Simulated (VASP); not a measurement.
Here is a VASP 6.6.1 calculation.

The input INCAR:

```
PREC = Accurate
ENCUT = 520
EDIFF = 1E-7
ISMEAR = -1
SIGMA = 0.1
LREAL = F
LASPH = T
NELM = 80
ALGO = Normal
ISIF = 2
LWAVE = F
LCHARG = F
GGA = RE
NBANDS = 10
```

Contents of KPOINTS:

```
Automatic mesh
0
Gamma
  15 15 15
```

The input POSCAR:

```
Fe
1.0
    2.1874873801      0.0000000000      0.0000000000
    0.0000000000      2.1874873801      0.0000000000
    0.0000000000      0.0000000000      2.1874873801
Fe
1
Direct
    0.0000000000      0.0000000000      0.0000000000
```

Potentials or basis: VASP PAW PBE potentials, release 64 (Fe).

Command:

```console
$ cat potpaw_PBE.64/Fe/POTCAR > POTCAR
$ mpirun -np 1 vasp_std > vasp.out
```

(1) Estimate the pressure.

(2) Estimate the band gap on the k mesh.

Answers

(1) 31.6 GPa.

(2) zero (band 4 reaches 9.45 eV, above the bottom of band 5 at 6.31 eV).

Caveat: the PAW data sets were made with another functional, which shifts forces and pressure a little; the run has no spin polarisation, though such a crystal can be magnetic.
